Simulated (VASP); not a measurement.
Wanted: the native input for a VASP 6.6.1 run.

| Property | Result |
| --- | --- |
| Task | single point |
| Functional | PBE |
| Potentials or basis | VASP PAW PBE potentials, release 64 (Pd) |
| Cutoff | 520 eV |
| k mesh | 9 × 9 × 4 |
| Occupations | gaussian, width 0.1 eV |
| Spin | no spin polarisation |
| Dipole correction | no |
| Further INCAR settings | ALGO = Normal; EDIFF = 1e-06; NBANDS = 17 |

The structure of Pd lies in POSCAR:

```
Pd
1.0
    2.7159578835      0.0000000000      0.0000000000
   -1.3579789417      2.3520885227      0.0000000000
    0.0000000000      0.0000000000      4.7312531044
Pd
2
Direct
    0.3333333333      0.6666666667      0.2500000000
    0.6666666667      0.3333333333      0.7500000000
```

This cell differs from its parent crystal: Zr replaced by Pd, lengths x 0.877, strained.

One way to write it, as run:

INCAR

```
  PREC = Accurate
  ENCUT = 520
  EDIFF = 1E-6
  ISMEAR = 0
  SIGMA = 0.1
  LREAL = F
  LASPH = T
  NELM = 100
  ALGO = Normal
  ISIF = 2
  LWAVE = F
  LCHARG = T
  GGA = PE
  LELF = T
  LVHAR = T
  NBANDS = 17
```

KPOINTS

```
Automatic mesh
0
Gamma
  9 9 4
```

Potentials or basis: VASP PAW PBE potentials, release 64 (Pd).

Command:

```bash
$ cat potpaw_PBE.64/Pd/POTCAR > POTCAR
$ mpirun -np 1 vasp_std > vasp.out
```

Results of the run:

```
Pressure               : 3.4 GPa
Band gap on the k mesh : zero (band 10 reaches 9.56 eV, above the bottom of band 11 at 8.73 eV)
```

Caveat: the cell differs from its parent crystal (Zr replaced by Pd, lengths x 0.877, strained).

It took 8.5 s on 1 thread of Intel(R) Xeon(R) Platinum 8488C (Sapphire Rapids), on a shared host, peak memory 0.14 GiB.
